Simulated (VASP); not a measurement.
# Ag (Pm-3m) in VASP: notebook, part 2 of 2

VASP 6.6.1. Earlier steps stand in the parts before.

## (3) Single point, LDA

Input file INCAR:

```
  PREC = Accurate
  ENCUT = 520
  EDIFF = 1E-6
  ISMEAR = -1
  SIGMA = 0.1
  LREAL = F
  LASPH = T
  NELM = 60
  ALGO = Normal
  ISIF = 2
  LWAVE = F
  LCHARG = T
  GGA = CA
  LELF = T
  LVHAR = T
  NBANDS = 12
```

Input file KPOINTS:

```
Automatic mesh
0
Gamma
  15 15 15
```

Input file POSCAR:

```
Ag
1.0
    2.6290706388      0.0000000000      0.0000000000
    0.0000000000      2.6290706388      0.0000000000
    0.0000000000      0.0000000000      2.6290706388
Ag
1
Direct
    0.0000000000      0.0000000000      0.0000000000
```

Potentials or basis: VASP PAW LDA potentials, release 64 (Ag).

Launch:

```sh
cat potpaw_LDA.64/Ag/POTCAR > POTCAR
mpirun -np 1 vasp_std > vasp.out
```

OUTCAR:

```text
PREC = Accurate
   ENCUT = 520
   EDIFF = 1E-6
   ISMEAR = -1
   LREAL = F
   LASPH = T
   NELM = 60
   ISIF = 2
   GGA = CA

 ion  position               nearest neighbor table
   1  0.000  0.000  0.000-

  LATTYP: Found a simple cubic cell.
 ALAT       =     2.6290706388

  Lattice vectors:

 A1 = (   2.6290706388,   0.0000000000,   0.0000000000)
 A2 = (   0.0000000000,   2.6290706388,   0.0000000000)
 A3 = (   0.0000000000,   0.0000000000,   2.6290706388)

Analysis of symmetry for initial positions (statically):
=====================================================================
 Subroutine PRICEL returns:
 Original cell was already a primitive cell.

 Routine SETGRP: Setting up the symmetry group for a
 simple cubic supercell.

 Subroutine GETGRP returns: Found 48 space group operations
 (whereof 48 operations were pure point group operations)
 out of a pool of 48 trial point group operations.

The static configuration has the point symmetry O_h .

Analysis of symmetry for dynamics (positions and initial velocities):
=====================================================================
 Subroutine PRICEL returns:
 Original cell was already a primitive cell.

 Routine SETGRP: Setting up the symmetry group for a
 simple cubic supercell.

 Subroutine GETGRP returns: Found 48 space group operations
 (whereof 48 operations were pure point group operations)
 out of a pool of 48 trial point group operations.

The dynamic configuration has the point symmetry O_h .

 Subroutine INISYM returns: Found 48 space group operations
 (whereof 48 operations are pure point group operations),
 and found     1 'primitive' translations

----------------------------------------------------------------------------------------

                                     Primitive cell
[... 107 lines left out ...]
   IMIX   =      4    mixing-type and parameters
     AMIX     =   0.40;   BMIX     =  1.00
     AMIX_MAG =   1.60;   BMIX_MAG =  1.00
  volume/ion in A,a.u.               =      18.17       122.63
  Fermi-wavevector in a.u.,A,eV,Ry     =   1.384852  2.616991 26.093471  1.917816
  Thomas-Fermi vector in A             =   2.509318
   LORBIT       =      0    0 simple, 1 ext, 2 COOP (PROOUT), +10 PAW based schemes
   GGA     = CA    functional components
   LHFCALC =     F    Hartree Fock is set to
   AEXX    =    0.0000 exact exchange contribution
   IVDW    =     0    specifies the selected vdW correction
   LEPSILON=     F    determine dielectric tensor
   LRPA    =     F    only Hartree local field effects (RPA)
 non-spin polarized calculation
  energy-cutoff  :      520.00
  volume of cell :       18.17
 maximum number of plane-waves:       500
 NGX is ok and might be reduce to    20
   NGX =  9   NGY =  9   NGZ =  9

 number of electron      11.0000009 magnetization

 Free energy of the ion-electron system (eV)
  ---------------------------------------------------
  ext. energy  EPLUGINS =         0.00000000
  ---------------------------------------------------
  free energy    TOTEN  =        -3.37166760 eV

  energy without entropy =       -3.36409132  energy(sigma->0) =       -3.36787946

 E-fermi :   7.1707     XC(G=0): -12.1079

 val. band max:        7.1457701727   @ k =   0.4667   0.1333   0.0667
 cond. band min:       7.3382624119   @ k =   0.4000   0.2000   0.2000
 fundamental gap:      0.1924922392
 Fermi energy:         7.1707212144

 k-point     1 :       0.0000    0.0000    0.0000
  band No.  band energies     occupation
      1      -0.0269      2.00000
      2       0.8282      2.00000
      3       0.8282      2.00000
      4       4.5220      2.00000
      5       4.5220      2.00000
      6       4.5220      2.00000
      7      22.0420      0.00000
      8      22.0420      0.00000
      9      22.0420      0.00000
     10      27.9021      0.00000
     11      27.9021      0.00000
     12      28.4490      0.00000
[... 331 lines left out ...]
 k-point    24 :       0.3333    0.2000    0.0000
  band No.  band energies     occupation
      1       1.3114      2.00000
      2       2.0965      2.00000
      3       2.5872      2.00000
      4       3.6493      2.00000
      5       4.1888      2.00000
      6       4.9680      2.00000
      7      13.6802      0.00000
      8      19.8099      0.00000
      9      25.7987      0.00000
     10      27.1353      0.00000
     11      27.9626      0.00000
     12      33.3584      0.00000

 [... further k-points ...]
[... 5 lines left out ...]
  --------------------------------------------------------------------------------------
  -------------------------------------------------------------------------------------
  Total        0.2572207      0.2572207      0.2572207      0.0000000     -0.0000000      0.0000000
  in kB       22.6782631     22.6782631     22.6782631      0.0000000     -0.0000000      0.0000000
  external PRESSURE =      22.6782631 kB  Pullay stress =       0.0000000 kB

 VOLUME and BASIS-vectors are now :
 -----------------------------------------------------------------------------
  energy-cutoff  :      520.00
  volume of cell :       18.17
      direct lattice vectors                 reciprocal lattice vectors
     2.629070639  0.000000000  0.000000000     0.380362545  0.000000000  0.000000000
     0.000000000  2.629070639  0.000000000     0.000000000  0.380362545  0.000000000
     0.000000000  0.000000000  2.629070639     0.000000000  0.000000000  0.380362545

 POSITION                                       TOTAL-FORCE (eV/Angst)
 -----------------------------------------------------------------------------------
      0.00000      0.00000      0.00000         0.000000      0.000000      0.000000
 -----------------------------------------------------------------------------------
    total drift:                               -0.000000      0.000000     -0.000000

  FREE ENERGIE OF THE ION-ELECTRON SYSTEM (eV)
  ---------------------------------------------------
  free  energy   TOTEN  =        -3.3716676039 eV

  energy  without entropy=       -3.3640913246  energy(sigma->0) =       -3.36787946
```

OSZICAR:

```text
N       E                     dE             d eps       ncg     rms          rms(c)
DAV:   1     0.514031115506E+02    0.51403E+02   -0.54318E+03  2912   0.819E+02
DAV:   2    -0.281981744942E+01   -0.54223E+02   -0.51276E+02  3320   0.193E+02
DAV:   3    -0.364597091613E+01   -0.82615E+00   -0.82580E+00  3404   0.250E+01
DAV:   4    -0.364881948861E+01   -0.28486E-02   -0.28485E-02  3220   0.152E+00
DAV:   5    -0.364884577637E+01   -0.26288E-04   -0.26289E-04  3400   0.132E-01    0.561E+00
DAV:   6    -0.338779725730E+01    0.26105E+00   -0.10299E+00  3148   0.893E+00    0.355E+00
DAV:   7    -0.337625900898E+01    0.11538E-01   -0.91459E-03  3244   0.885E-01    0.195E+00
DAV:   8    -0.337165575599E+01    0.46033E-02   -0.11186E-03  3172   0.263E-01    0.699E-02
DAV:   9    -0.337166758567E+01   -0.11830E-04   -0.11056E-05  3280   0.229E-02    0.115E-02
DAV:  10    -0.337166760386E+01   -0.18191E-07   -0.21195E-06  3264   0.111E-02
   1 F= -.33716676E+01 E0= -.33678795E+01  d E =-.757628E-02
```

Wall time 19 s (1 thread of AMD EPYC 7R43 (Zen 3), shared host); peak memory 0.1 GiB.

Results:

| Item | Value |
| --- | --- |
| Free energy | -3.3717 eV |
| Pressure | 2.3 GPa |

## (4) Relaxation of cell and atoms, LDA, target pressure 2.2 GPa, at which the enthalpy is minimised

This run uses another cell than the first one, of 16.99 Å³/atom, 0.935 times its volume.

Input file INCAR:

```
SYSTEM = Ag
PREC = Accurate ; ENCUT = 600
EDIFF = 1E-7 ; ISMEAR = -1
SIGMA = 0.1 ; LREAL = .False.
LASPH = .True. ; NELM = 100
ALGO = Normal ; ISIF = 3
LWAVE = .False. ; LCHARG = .False.
GGA = CA ; IBRION = 2
NSW = 60 ; EDIFFG = -0.005
PSTRESS = 22.0
```

Input file KPOINTS:

```
regular mesh
0
Gamma
  15 15 15
  0 0 0
```

Input file POSCAR:

```
Ag
1.0
    2.5706626470      0.0000000000      0.0000000000
    0.0000000000      2.5706626470      0.0000000000
    0.0000000000      0.0000000000      2.5706626470
Ag
1
Direct
    0.0000000000      0.0000000000      0.0000000000
```

Launch:

```sh
cat potpaw_LDA.64/Ag/POTCAR > POTCAR
mpirun -np 1 vasp_std > vasp.out
```

It took 1.8 min on 1 thread of AMD EPYC 7R43 (Zen 3), shared host; peak memory 0.12 GiB.

The run converged. Its results:

| Property | Result |
| --- | --- |
| Free energy | -3.3707 eV |
| Relaxed volume | 18.17 Å³/atom |
| Relaxed cell | a = 2.629 Å, b = 2.629 Å, c = 2.629 Å, α = 90.00°, β = 90.00°, γ = 90.00° |
| Space group after relaxing (to 0.05 Å) | Pm-3m (No. 221) |
| Energy change on relaxing (the enthalpy is what falls) | -48.9 meV/atom |
| Ionic steps | 16 |
| Pressure after relaxing | 2.2 GPa |

Step by step:
| step | energy change (eV) | largest force (eV/Å) | pressure (GPa) | volume (Å³) |
| --- | --- | --- | --- | --- |
| 1 | 0.0000 | 0.0000 | 11.66 | 16.99 |
| 2 | -0.0351 | 0.0000 | -4.81 | 19.57 |
| 3 | -0.0492 | 0.0000 | 2.11 | 18.19 |
| 4 | -0.0489 | 0.0000 | 2.25 | 18.17 |
| 5 | -0.0489 | 0.0000 | 2.26 | 18.17 |
| 6 | -0.0489 | 0.0000 | 2.26 | 18.17 |
| 7 | -0.0489 | 0.0000 | 2.26 | 18.17 |
| 8 | -0.0489 | 0.0000 | 2.26 | 18.17 |
| 9 | -0.0489 | 0.0000 | 2.26 | 18.17 |
| 10 | -0.0489 | 0.0000 | 2.26 | 18.17 |
| 11 | -0.0489 | 0.0000 | 2.26 | 18.17 |
| 12 | -0.0489 | 0.0000 | 2.26 | 18.17 |
| 13 | -0.0489 | 0.0000 | 2.26 | 18.17 |
| 14 | -0.0489 | 0.0000 | 2.26 | 18.17 |
| 15 | -0.0489 | 0.0000 | 2.26 | 18.17 |
| 16 | -0.0489 | 0.0000 | 2.24 | 18.17 |

Final structure:
```
CELL_PARAMETERS angstrom
2.62901 0.00000 0.00000
0.00000 2.62901 0.00000
0.00000 0.00000 2.62901
ATOMIC_POSITIONS crystal
Ag 0.00000 0.00000 0.00000
```

Levels at points of the mesh, in eV from the Fermi level:
```csv
k point,band 3,band 4,band 5,band 6,band 7,band 8,band 9
"(0.00, 0.00, 0.00)",-6.34,-2.65,-2.65,-2.65,14.87,14.87,14.87
```

Caveat: the cell is relaxed towards a set pressure, so the enthalpy falls and the energy may rise.

## (5) Relaxation of cell and atoms, LDA, target pressure 2.2 GPa, at which the enthalpy is minimised

Input file INCAR:

```
SYSTEM = Ag
PREC = Accurate ; ENCUT = 600
EDIFF = 1E-7 ; ISMEAR = -1
SIGMA = 0.1 ; LREAL = .False.
LASPH = .True. ; NELM = 60
ALGO = Normal ; ISIF = 3
LWAVE = .False. ; LCHARG = .False.
GGA = CA ; IBRION = 2
NSW = 32 ; EDIFFG = -0.005
PSTRESS = 22.0
```

KPOINTS is that of step 4.

Input file POSCAR:

```
Ag
1.0
    2.6290706388      0.0000000000      0.0000000000
    0.0000000000      2.6290706388      0.0000000000
    0.0000000000      0.0000000000      2.6290706388
Ag
1
Direct
    0.0000000000      0.0000000000      0.0000000000
```

Launch:

```sh
cat potpaw_LDA.64/Ag/POTCAR > POTCAR
mpirun -np 1 vasp_std > vasp.out
```

Wall time 44 s (1 thread of AMD EPYC 7R43 (Zen 3), shared host); peak memory 0.11 GiB.

Results (log left out):

```yaml
Free_energy: -3.3716 eV
Relaxed_volume: 18.18 Å³/atom
Relaxed_cell: a = 2.630 Å, b = 2.630 Å, c = 2.630 Å, α = 90.00°, β = 90.00°, γ = 90.00°
Space_group_after_relaxing_to_0.05_Å: Pm-3m (No. 221)
Energy_change_on_relaxing_the_enthalpy_is_what_falls: -0.1 meV/atom
Ionic_steps: 3
Pressure_after_relaxing: 2.2 GPa
```

The path:
```csv
step,energy change (eV),largest force (eV/Å),pressure (GPa),volume (Å³)
1,0.0000,0.0000,2.26,18.17
2,-0.0002,0.0000,2.15,18.19
3,-0.0001,0.0000,2.20,18.18
```

Final structure:
```
Ag
1.0
     2.62953    0.00000    0.00000
     0.00000    2.62953    0.00000
     0.00000    0.00000    2.62953
Ag
1
Cartesian
  0.0000 0.0000 0.0000
```

Levels at points of the mesh, in eV from the Fermi level:
```tsv
k point	band 4	band 5	band 6	band 7	band 8	band 9
(0.00, 0.00, 0.00)	-2.65	-2.65	-2.65	14.87	14.87	14.87
```

Caveat: the cell is relaxed towards a set pressure, so the enthalpy falls and the energy may rise.

## (6) Summary

```tsv
task	cell	cutoff (eV)	gap on the mesh (eV)	pressure (GPa)
single point	a = 2.629 Å, 1 atom	520	none	2.3
relaxation of cell and atoms	relaxed to 2.2 GPa from a = 2.571 Å, 1 atom	600	none	2.2
relaxation of cell and atoms	relaxed to 2.2 GPa from a = 2.629 Å, 1 atom	600	none	2.2
```

Alike in all rows: level LDA; potentials or basis VASP PAW LDA potentials, release 64 (Ag); no spin polarisation; k mesh 15 × 15 × 15; smearing fermi-dirac 0.1 eV.

Caveats: the cell is relaxed towards a set pressure, so the enthalpy falls and the energy may rise (some runs).

Absolute energies hang on the potentials; compare differences alone.
